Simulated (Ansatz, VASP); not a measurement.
## KF in VASP and in Ansatz

```xyz
2
Lattice="0.0133 2.6608 2.6608 2.6608 0.0133 2.6608 2.6608 2.6608 0.0133" Properties=species:S:1:pos:R:3 pbc="T T T"
K     0.0000    0.0000    0.0000
F     2.6675    2.6675    2.6675
```

Change from the starting cell: equal xy, yz and zx engineering shears of +0.5 %.

Alike in both runs: functional PBEsol; k mesh 8 × 8 × 8; no spin polarisation.

Ansatz relaxed the structure, and its values are those at the end. VASP's run is a single point on that final structure, the one shown.

|  | VASP | Ansatz |
| --- | --- | --- |
| version | VASP 6.6.1 | Ansatz 0.2.0 |
| potentials or method | VASP PAW PBE potentials, release 64 (K_sv, F), cutoff 520 eV | all-electron LAPW, scalar-relativistic |
| occupations | gaussian, width 0.01 eV | fixed |

|  | VASP | Ansatz | Ansatz less VASP |
| --- | --- | --- | --- |
| gap on the k mesh at the Fermi level (eV) | 6.13 | 6.14 | +0.012 |
| pressure (GPa) | 0.0 | 0.0 | -0.06 |

VASP's potentials were made for PBE, not for PBEsol. Ansatz ran all-electron here, and VASP with PAW potentials.
